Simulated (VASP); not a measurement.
Here is a VASP 6.6.1 calculation.

The input POSCAR:

```
BaTe
1.0
    0.0000000000      3.6016669248      3.6016669248
    3.6016669248      0.0000000000      3.6016669248
    3.6016669248      3.6016669248      0.0000000000
Ba Te
1 1
Direct
    0.0000000000      0.0000000000      0.0000000000
    0.5000000000      0.5000000000      0.5000000000
```

The input INCAR.step1:

```
SYSTEM = BaTe
PREC = Accurate ; ENCUT = 520
ISMEAR = 0 ; SIGMA = 0.01
LREAL = .False. ; LASPH = .True.
NELM = 60 ; NBANDS = 15
GGA = PE ; ALGO = Normal
EDIFF = 1E-4 ; LWAVE = .True.
LCHARG = .False.
```

INCAR.step2

```
SYSTEM = BaTe
PREC = Accurate ; ENCUT = 520
EDIFF = 1E-6 ; ISMEAR = 0
SIGMA = 0.01 ; LREAL = .False.
LASPH = .True. ; NELM = 60
ALGO = Normal ; ISIF = 2
LWAVE = .False. ; LCHARG = .False.
METAGGA = R2SCAN ; LMIXTAU = .True.
NBANDS = 15 ; ISTART = 1
```

KPOINTS

```
Automatic mesh
0
Gamma
  6 6 6
  0 0 0
```

Potentials or basis: VASP PAW PBE potentials, release 64 (Ba_sv, Te).

The run is started by

```console
$ cat potpaw_PBE.64/Ba_sv/POTCAR potpaw_PBE.64/Te/POTCAR > POTCAR
$ cp INCAR.step1 INCAR
$ mpirun -np 1 vasp_std > vasp.out
$ cp INCAR.step2 INCAR
$ mpirun -np 1 vasp_std > vasp.out
```

(1) What does it give for the pressure?

(2) What does it give for the band gap on the k mesh?

Results:

(1) -1.3 GPa.

(2) 2.04 eV (least direct gap 2.42 eV).

Caveat: the PAW data sets were made with another functional, which shifts forces and pressure a little; spin-orbit coupling is left out, which moves the levels of the heavy elements.
